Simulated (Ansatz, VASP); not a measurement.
## One calculation of Re, two programs

INCAR

```
  PREC = Accurate
  ENCUT = 520
  EDIFF = 1E-6
  ISMEAR = -1
  SIGMA = 0.03
  LREAL = F
  LASPH = T
  NELM = 100
  ALGO = Normal
  ISIF = 2
  LWAVE = F
  LCHARG = F
  GGA = PE
  NBANDS = 10
```

Contents of KPOINTS:

```
Automatic mesh
0
Gamma
  14 14 14
```

The input POSCAR:

```
Re
1.0
    0.0000000000      1.9947500000      1.9750000000
    1.9947500000      0.0000000000      1.9750000000
    1.9947500000      1.9947500000      0.0000000000
Re
1
Direct
    0.0000000000      0.0000000000      0.0000000000
```

Input for Ansatz:

```yaml
crystal:
  lattice:
    - [0.0, 1.99475, 1.975]
    - [1.99475, 0.0, 1.975]
    - [1.99475, 1.99475, 0.0]
  atoms:
    - { symbol: Re, position: [0.0, 0.0, 0.0] }
kpoints:
  mp_grid: { grid: [14, 14, 14] }
  band_path:
    path:
      - [0.0, 0.0, 0.0]
      - [0.0, 0.5, 0.5]
      - [0.25, 0.75, 0.5]
      - [0.0, 0.5, 0.0]
      - [0.0, 0.0, 0.0]
      - [0.5, 0.5, 0.0]
      - [0.3775125, 0.6224875, 0.0]
      - [-0.3775125, 0.3775125, 0.0]
      - [0.0, 0.0, 0.0]
    npoints: 5
scf:
  occupations: { method: fermi_dirac, width: 0.03 }
hamiltonian:
  xc: pbe
  pseudopotentials: { kind: all_electron, lapw: { basis_error: 0.001 } }
output:
  forces: true
  stress: true
  eigenvalues: true
```

Change from the starting cell: equal xx and yy strain of +1 %.

Alike in both runs: task single point; functional PBE; k mesh 14 × 14 × 14; occupations fermi-dirac, width 0.03 eV; no spin polarisation.

```csv
,VASP,Ansatz
version,VASP 6.6.1,Ansatz 0.2.0
potentials or method,"VASP PAW PBE potentials, release 64 (Re), cutoff 520 eV","all-electron LAPW, scalar-relativistic"
```

```csv
,VASP,Ansatz,Ansatz less VASP
pressure (GPa),-16.0,-15.1,+0.89
"traceless stress, the component that is largest in VASP (GPa)",1.07,1.14,+0.065
```

Ansatz ran all-electron here, and VASP with PAW potentials.

Neither program's run includes spin-orbit coupling.
